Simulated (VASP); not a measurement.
A run of VASP 6.6.1 is set up as follows.

File POSCAR:

```
Si
1.0
    3.8375530000      0.0000000000      0.0000000000
    1.9187765000      3.3234183864      0.0000000000
    1.9187765000      1.1078061288      3.1333489036
Si
2
Direct
    0.7500000000      0.7500000000      0.7500000000
    0.5000000000      0.5000000000      0.5000000000
```

File INCAR.step1:

```
SYSTEM = Si
ALGO     = Normal         ! electronic algorithm
EDIFF    = 1E-5           ! SCF threshold, eV
ENCUT    = 400            ! plane-wave cutoff, eV
GGA      = PE             ! functional
GGA_COMPAT= .False.      
ISIF     = 2              ! what is computed and relaxed
ISMEAR   = 0              ! smearing method
LASPH    = .True.         ! aspherical terms in the spheres
LCHARG   = .False.        ! write CHGCAR
LREAL    = .False.        ! projectors in reciprocal space
LWAVE    = .True.         ! write WAVECAR
NBANDS   = 11             ! bands
NELM     = 120            ! most SCF steps
PREC     = Accurate       ! precision mode
SIGMA    = 0.01           ! smearing width, eV
```

File INCAR.step2:

```
SYSTEM = Si
AEXX     = 0.2            ! exact-exchange fraction
AGGAC    = 0.81         
AGGAX    = 0.72         
ALDAC    = 0.19         
ALGO     = Normal         ! electronic algorithm
EDIFF    = 1E-6           ! SCF threshold, eV
ENCUT    = 400            ! plane-wave cutoff, eV
GGA      = B3             ! functional
GGA_COMPAT= .False.      
ISIF     = 2              ! what is computed and relaxed
ISMEAR   = 0              ! smearing method
ISTART   = 1            
LASPH    = .True.         ! aspherical terms in the spheres
LCHARG   = .False.        ! write CHGCAR
LHFCALC  = .True.         ! exact exchange
LREAL    = .False.        ! projectors in reciprocal space
LWAVE    = .False.        ! write WAVECAR
NBANDS   = 11             ! bands
NELM     = 120            ! most SCF steps
PREC     = Accurate       ! precision mode
PRECFOCK = Normal       
SIGMA    = 0.01           ! smearing width, eV
```

File KPOINTS:

```
k-points
0
Gamma
  4 4 4
  0 0 0
```

Potentials or basis: VASP PAW PBE potentials, release 64 (Si).

Run with:

```console
$ cat potpaw_PBE.64/Si/POTCAR > POTCAR
$ cp INCAR.step1 INCAR
$ mpirun -np 1 vasp_std > vasp.out
$ cp INCAR.step2 INCAR
$ mpirun -np 1 vasp_std > vasp.out
```

Task: Estimate the pressure.

Result: 3.5 GPa.

Task: What does it give for the band gap on the k mesh?

Result: 2.04 eV (least direct gap 3.94 eV).

Caveat: the k points lie up to 0.50 Å⁻¹ apart; the PAW data sets were made with another functional, which shifts forces and pressure a little. A k mesh can miss the band edges.
